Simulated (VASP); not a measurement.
# MgO (Fm-3m) in VASP: notebook, part 2 of 2

VASP 6.6.1.

**4. Single point, PBE**

INCAR reads:

```
ALGO = Normal
EDIFF = 1E-6
ENCUT = 600
GGA = PE
GGA_COMPAT = F
ISIF = 2
ISMEAR = 0
LASPH = T
LCHARG = F
LREAL = F
LWAVE = F
NBANDS = 11
NELM = 120
PREC = Accurate
SIGMA = 0.01
```

KPOINTS reads:

```
k-points
0
Gamma
  8 8 8
```

POSCAR reads:

```
MgO
1.0
    0.0000000000      2.1055000000      2.1055000000
    2.1055000000      0.0000000000      2.1055000000
    2.1055000000      2.1055000000      0.0000000000
Mg O
1 1
Direct
    0.0000000000      0.0000000000      0.0000000000
    0.5000000000      0.5000000000      0.5000000000
```

Potentials or basis: VASP PAW PBE potentials, release 64 (Mg, O).

Command:

```console
> cat potpaw_PBE.64/Mg/POTCAR potpaw_PBE.64/O/POTCAR > POTCAR
> mpirun -np 1 vasp_std > vasp.out
```

OUTCAR:

```text
EDIFF = 1E-6
   ENCUT = 600
   GGA = PE
   ISIF = 2
   ISMEAR = 0
   LASPH = T
   LREAL = F
   NELM = 120
   PREC = Accurate

 ion  position               nearest neighbor table
   1  0.000  0.000  0.000-   2 2.11   2 2.11   2 2.11   2 2.11   2 2.11   2 2.11
   2  0.500  0.500  0.500-   1 2.11   1 2.11   1 2.11   1 2.11   1 2.11   1 2.11

  LATTYP: Found a face centered cubic cell.
 ALAT       =     4.2110000000

  Lattice vectors:

 A1 = (   0.0000000000,   2.1055000000,   2.1055000000)
 A2 = (   2.1055000000,   0.0000000000,   2.1055000000)
 A3 = (   2.1055000000,   2.1055000000,   0.0000000000)

Analysis of symmetry for initial positions (statically):
=====================================================================
 Subroutine PRICEL returns:
 Original cell was already a primitive cell.

 Routine SETGRP: Setting up the symmetry group for a
 face centered cubic supercell.

 Subroutine GETGRP returns: Found 48 space group operations
 (whereof 48 operations were pure point group operations)
 out of a pool of 48 trial point group operations.

The static configuration has the point symmetry O_h .

Analysis of symmetry for dynamics (positions and initial velocities):
=====================================================================
 Subroutine PRICEL returns:
 Original cell was already a primitive cell.

 Routine SETGRP: Setting up the symmetry group for a
 face centered cubic supercell.

 Subroutine GETGRP returns: Found 48 space group operations
 (whereof 48 operations were pure point group operations)
 out of a pool of 48 trial point group operations.

The dynamic configuration has the point symmetry O_h .

 Subroutine INISYM returns: Found 48 space group operations
 (whereof 48 operations are pure point group operations),
 and found     1 'primitive' translations

----------------------------------------------------------------------------------------

                                     Primitive cell

  volume of cell :      18.6679

  direct lattice vectors                    reciprocal lattice vectors
     0.000000000  2.105500000  2.105500000    -0.237473284  0.237473284  0.237473284
     2.105500000  0.000000000  2.105500000     0.237473284 -0.237473284  0.237473284
     2.105500000  2.105500000  0.000000000     0.237473284  0.237473284 -0.237473284

  length of vectors
     2.977626656  2.977626656  2.977626656     0.411315794  0.411315794  0.411315794

  position of ions in fractional coordinates (direct lattice)
     0.000000000  0.000000000  0.000000000
     0.500000000  0.500000000  0.500000000

  ion indices of the primitive-cell ions
   primitive index   ion index
                 1           1
                 2           2

----------------------------------------------------------------------------------------

 KPOINTS: k-points

Automatic generation of k-mesh.
 Grid dimensions read from file:
 generate k-points for:    8    8    8

 Generating k-lattice:

  Cartesian coordinates                     Fractional coordinates (reciprocal lattice)
    -0.029684161  0.029684161  0.029684161     0.125000000  0.000000000  0.000000000
     0.029684161 -0.029684161  0.029684161     0.000000000  0.125000000  0.000000000
     0.029684161  0.029684161 -0.029684161     0.000000000  0.000000000  0.125000000

  Length of vectors
     0.051414474  0.051414474  0.051414474

  Shift w.r.t. Gamma in fractional coordinates (k-lattice)
     0.000000000  0.000000000  0.000000000

 Subroutine IBZKPT returns following result:
 ===========================================

 Found     29 irreducible k-points:

 Following reciprocal coordinates:
            Coordinates               Weight
  0.000000  0.000000  0.000000      1.000000
  0.125000  0.000000  0.000000      8.000000
  0.250000  0.000000  0.000000      8.000000
  0.375000  0.000000  0.000000      8.000000
  0.500000  0.000000  0.000000      4.000000
  0.125000  0.125000  0.000000      6.000000
[... 16 lines left out ...]
  0.500000  0.250000  0.125000     48.000000
 -0.375000  0.250000  0.125000     24.000000
 [... further k-points ...]
   k-points           NKPTS =     29   k-points in BZ     NKDIM =     29   number of bands    NBANDS=     11
   number of dos      NEDOS =    301   number of ions     NIONS =      2
   total plane-waves  NPLWV =  13824
   dimension x,y,z NGX =    24 NGY =   24 NGZ =   24
   dimension x,y,z NGXF=    48 NGYF=   48 NGZF=   48
   ions per type =               1   1
   NGX,Y,Z   is equivalent  to a cutoff of  13.40, 13.40, 13.40 a.u.
   NGXF,Y,Z  is equivalent  to a cutoff of  26.80, 26.80, 26.80 a.u.
 SYSTEM =  unknown system
   PREC   = accura    normal or accurate (medium, high low for compatibility)
   ISTART =      0    job   : 0-new  1-cont  2-samecut
   ICHARG =      2    charge: 1-file 2-atom 10-const
   ISPIN  =      1    spin polarized calculation?
   LNONCOLLINEAR =      F non collinear calculations
   LSORBIT =      F    spin-orbit coupling
   LASPH  =      T    aspherical Exc in radial PAW
   ENCUT  =  600.0 eV  44.10 Ry    6.64 a.u.   5.95  5.95  5.95*2*pi/ulx,y,z
   NELM   =    120;   NELMIN=  2; NELMDL= -5     # of ELM steps
   EDIFF  = 0.1E-05   stopping-criterion for ELM
   LREAL  =      F    real-space projection
   EDIFFG = 0.1E-04   stopping-criterion for IOM
   NSW    =      0    number of steps for IOM
   IBRION =     -1    ionic relax: 0-MD 1-quasi-New 2-CG
   NFREE  =      0    steps in history (QN), initial steepest desc. (CG)
   ISIF   =      2    stress and relaxation
   ISYM   =      2    0-nonsym 1-usesym 2-fastsym
   POTIM  = 0.5000    time-step for ionic-motion
   TEBEG  =    0.0;   TEEND  =   0.0 temperature during run
   PSTRESS=    0.0 pullay stress
   NELECT =       8.0000    total number of electrons
   NUPDOWN=      -1.0000    fix difference up-down
   EMIN   =  10.00;   EMAX   =-10.00  energy-range for DOS
   EFERMI =   0.00;   METHOD = LEGACY
   ISMEAR =     0;   SIGMA  =   0.01  broadening in eV -4-tet -1-fermi 0-gaus
   EFERMI_NEDOS =   21; number of points for ismear=-14 and -15
   IALGO  =     38    algorithm
   IMIX   =      4    mixing-type and parameters
     AMIX     =   0.40;   BMIX     =  1.00
     AMIX_MAG =   1.60;   BMIX_MAG =  1.00
  volume/ion in A,a.u.               =       9.33        62.99
  Fermi-wavevector in a.u.,A,eV,Ry     =   1.234259  2.332411 20.727046  1.523395
  Thomas-Fermi vector in A             =   2.368956
   LORBIT       =      0    0 simple, 1 ext, 2 COOP (PROOUT), +10 PAW based schemes
   GGA     = PE    functional components
   LHFCALC =     F    Hartree Fock is set to
   AEXX    =    0.0000 exact exchange contribution
   IVDW    =     0    specifies the selected vdW correction
   LEPSILON=     F    determine dielectric tensor
   LRPA    =     F    only Hartree local field effects (RPA)
 non-spin polarized calculation
 Gauss-broadening in eV      SIGMA  =   0.01
  energy-cutoff  :      600.00
  volume of cell :       18.67
 maximum number of plane-waves:       636
   NGX = 11   NGY = 11   NGZ = 11

 number of electron       8.0000005 magnetization

 Free energy of the ion-electron system (eV)
  ---------------------------------------------------
  ext. energy  EPLUGINS =         0.00000000
  ---------------------------------------------------
  free energy    TOTEN  =       -11.90858643 eV

  energy without entropy =      -11.90858643  energy(sigma->0) =      -11.90858643

 E-fermi :   3.2343     XC(G=0): -11.0818

 val. band max:        3.1906952409   @ k =   0.0000   0.0000   0.0000
 cond. band min:       7.9257799987   @ k =   0.0000   0.0000   0.0000
 fundamental gap:      4.7350847578
 Fermi energy:         3.2343301187

 k-point     1 :       0.0000    0.0000    0.0000
  band No.  band energies     occupation
      1     -14.0757      2.00000
      2       3.1907      2.00000
      3       3.1907      2.00000
      4       3.1907      2.00000
      5       7.9258      0.00000
      6      18.9972      0.00000
      7      18.9972      0.00000
      8      18.9972      0.00000
      9      22.9147      0.00000
     10      24.6911      0.00000
     11      24.6911      0.00000
[... 309 lines left out ...]
 k-point    24 :      -0.3750    0.2500    0.1250
  band No.  band energies     occupation
      1     -12.6395      2.00000
      2      -0.8114      2.00000
      3       1.2553      2.00000
      4       2.2036      2.00000
      5      12.8695      0.00000
      6      15.3975      0.00000
      7      16.6912      0.00000
      8      20.0997      0.00000
      9      23.7279      0.00000
     10      25.2801      0.00000
     11      29.3653      0.00000

 [... further k-points ...]
[... 5 lines left out ...]
  --------------------------------------------------------------------------------------
  -------------------------------------------------------------------------------------
  Total        0.4453725      0.4453725      0.4453725     -0.0000000     -0.0000000      0.0000000
  in kB       38.2241859     38.2241859     38.2241859     -0.0000000     -0.0000000      0.0000000
  external PRESSURE =      38.2241859 kB  Pullay stress =       0.0000000 kB

 VOLUME and BASIS-vectors are now :
 -----------------------------------------------------------------------------
  energy-cutoff  :      600.00
  volume of cell :       18.67
      direct lattice vectors                 reciprocal lattice vectors
     0.000000000  2.105500000  2.105500000    -0.237473284  0.237473284  0.237473284
     2.105500000  0.000000000  2.105500000     0.237473284 -0.237473284  0.237473284
     2.105500000  2.105500000  0.000000000     0.237473284  0.237473284 -0.237473284

 POSITION                                       TOTAL-FORCE (eV/Angst)
 -----------------------------------------------------------------------------------
      0.00000      0.00000      0.00000        -0.000000     -0.000000     -0.000000
      2.10550      2.10550      2.10550         0.000000      0.000000      0.000000
 -----------------------------------------------------------------------------------
    total drift:                               -0.000000     -0.000000      0.000000

  FREE ENERGIE OF THE ION-ELECTRON SYSTEM (eV)
  ---------------------------------------------------
  free  energy   TOTEN  =       -11.9085864313 eV

  energy  without entropy=      -11.9085864313  energy(sigma->0) =      -11.90858643
```

It used 8.7 s of CPU time on 1 thread of AMD EPYC 7R13 Processor (Zen 3) (shared host).

Results:

```
Free energy            : -11.9086 eV
Pressure               : 3.8 GPa
Band gap on the k mesh : 4.74 eV, direct
```

Levels at points of the mesh, in eV from the valence-band top:
| k point | band 2 | band 3 | band 4 | band 5 | band 6 | band 7 |
| --- | --- | --- | --- | --- | --- | --- |
| (0.00, 0.00, 0.00) | 0.00 | 0.00 | 0.00 | 4.74 | 15.81 | 15.81 |
| (0.50, 0.00, 0.00) | -4.62 | -0.65 | -0.65 | 7.90 | 12.61 | 16.32 |
| (0.50, 0.50, 0.00) | -4.09 | -1.35 | -1.35 | 9.12 | 9.98 | 13.11 |

**5. Single point, PBE**

Edit INCAR of step 4 so:

```diff
@@ -6,3 +6,3 @@
 ISIF = 2
-ISMEAR = 0
+ISMEAR = -1
 LASPH = T
@@ -14,2 +14,2 @@
 PREC = Accurate
-SIGMA = 0.01
+SIGMA = 0.05
```

KPOINTS is that of step 4.

POSCAR is that of step 4.

Command:

```console
> cat potpaw_PBE.64/Mg/POTCAR potpaw_PBE.64/O/POTCAR > POTCAR
> mpirun -np 1 vasp_std > vasp.out
```

It used 8.8 s of CPU time on 1 thread of AMD EPYC 7R13 Processor (Zen 3), on a shared host.

Results (log left out):

- Free energy: -11.9086 eV
- Pressure: 3.8 GPa
- Band gap on the k mesh: 4.74 eV, direct

Levels at points of the mesh, in eV from the valence-band top:
```csv
k point,band 1,band 2,band 3,band 4,band 5,band 6,band 7,band 8
"(0.00, 0.00, 0.00)",-17.27,0.00,0.00,0.00,4.74,15.81,15.81,15.81
"(0.50, 0.00, 0.00)",-15.98,-4.62,-0.65,-0.65,7.90,12.61,16.32,16.32
"(0.50, 0.50, 0.00)",-15.72,-4.09,-1.35,-1.35,9.12,9.98,13.11,18.98
```

**6. Overview**

| cutoff (eV) | smearing | gap on the mesh (eV) | pressure (GPa) |
| --- | --- | --- | --- |
| 520 | fermi-dirac 0.05 eV | 4.73 | 4.1 |
| 600 | fermi-dirac 0.01 eV | 4.74 | 3.8 |
| 600 | gaussian 0.01 eV | 4.74 | 3.8 |
| 600 | fermi-dirac 0.05 eV | 4.74 | 3.8 |

Alike in all rows: task single point; level PBE; potentials or basis VASP PAW PBE potentials, release 64 (Mg, O); no spin polarisation; cell as given; k mesh 8 × 8 × 8.

On the cell as given the gap runs from 4.73 eV (PBE) to 4.74 eV (PBE).

Total energies depend on the potentials used, so only differences within one code and one set of settings carry meaning.
